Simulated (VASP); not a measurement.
KCl:

```
K Cl
1.0
     0.00000    2.99169    2.99169
     2.99169    0.00000    2.99169
     2.99169    2.99169    0.00000
K Cl
1 1
Direct
  0.00000 0.00000 0.00000
  0.50000 0.50000 0.50000
```

This cell differs from its parent crystal: strain -4.9%.

Base run:

```yaml
Program: VASP 6.6.1
Functional: PBE
Potentials_or_basis: VASP PAW PBE potentials, release 64 (K_sv, Cl)
Cutoff: 520 eV
k_mesh: 8 × 8 × 8
Occupations: fermi-dirac, width 0.02 eV
Spin: no spin polarisation
```

Its results: band gap on the k mesh 5.76 eV; pressure 5.1 GPa.

Task: The run is repeated on the same cell with these changes: functional from PBE to r2SCAN; occupations from fermi-dirac, width 0.02 eV to gaussian, width 0.01 eV. What comes out?

Result: Band gap on the k mesh 6.42 eV; pressure 4.2 GPa.

Caveats: the cell stands under pressure; the PAW data sets were made with another functional, which shifts forces and pressure a little (at least some runs).

A k mesh can miss the band edges.
